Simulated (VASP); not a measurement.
Write the native input for VASP 6.6.1 that does the following.

```yaml
Task: single point
Functional: LDA
Potentials_or_basis: VASP PAW LDA potentials, release 64 (Te, Nb_sv)
Cutoff: 520 eV
k_mesh: 8 × 8 × 7
Occupations: fermi-dirac, width 0.05 eV
Spin: no spin polarisation
Dipole_correction: no
Further_INCAR_settings: ALGO = Normal; EDIFF = 1e-06; NBANDS = 16
```

The structure of NbTe lies in POSCAR:

```
NbTe
1.0
    3.7274981105      0.0000000000      0.0000000000
   -1.8637490552      3.2281080563      0.0000000000
    0.0000000000      0.0000000000      3.7186766865
Te Nb
1 1
Direct
    0.6666666667      0.3333333333      0.0000000000
    0.0000000000      0.0000000000      0.5000000000
```

One way to write it, as run:

INCAR

```
SYSTEM = NbTe
PREC = Accurate
ENCUT = 520
EDIFF = 1E-6
ISMEAR = -1
SIGMA = 0.05
LREAL = .False.
LASPH = .True.
NELM = 100
ALGO = Normal
ISIF = 2
LWAVE = .False.
LCHARG = .False.
NBANDS = 16
```

KPOINTS

```
Automatic mesh
0
Gamma
  8 8 7
  0 0 0
```

Potentials or basis: VASP PAW LDA potentials, release 64 (Te, Nb_sv).

Launch:

```sh
$ cat potpaw_LDA.64/Te/POTCAR potpaw_LDA.64/Nb_sv/POTCAR > POTCAR
$ mpirun -np 1 vasp_std > vasp.out
```

It gave:

```yaml
Pressure: -9.5 GPa
```

It took 14 s on 1 thread of AMD EPYC 9R45 96-Core Processor (Zen 5), with other jobs on the host, peak memory 0.13 GiB.
